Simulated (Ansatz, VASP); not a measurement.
NbRu3 in VASP and in Ansatz

```
CELL_PARAMETERS angstrom
3.80240 0.00000 0.00000
0.00000 3.80240 0.00000
0.00000 0.00000 3.88000
ATOMIC_POSITIONS crystal
Nb 0.00000 0.00000 0.00000
Ru 0.00000 0.50000 0.50000
Ru 0.50000 0.00000 0.50000
Ru 0.50000 0.50000 0.00000
```

Change from the starting cell: equal xx and yy strain of -2 %, crystal datasets.

Alike in both runs: task electric field gradients; functional LDA; k mesh 9 × 9 × 9; occupations fermi-dirac, width 0.05 eV; no spin polarisation.

|  | VASP | Ansatz |
| --- | --- | --- |
| version | VASP 6.6.1 | Ansatz 0.2.0 |
| potentials or method | VASP PAW LDA potentials, release 64 (Nb_sv, Ru_pv), cutoff 520 eV | all-electron PAW with datasets made for the crystal, scalar-relativistic |

```tsv
	VASP	Ansatz	Ansatz less VASP
pressure (GPa)	0.6	0.1	-0.51
traceless stress, the component that is largest in VASP (GPa)	-2.60	-2.59	+0.011
size of Vzz on the site where it differs most (V/Å²)	28.0	20.0	-8.05
```

LDA's correlation is that of Perdew and Zunger in VASP and of Perdew and Wang (1992) in Ansatz. Ansatz ran all-electron here, and VASP with PAW potentials.
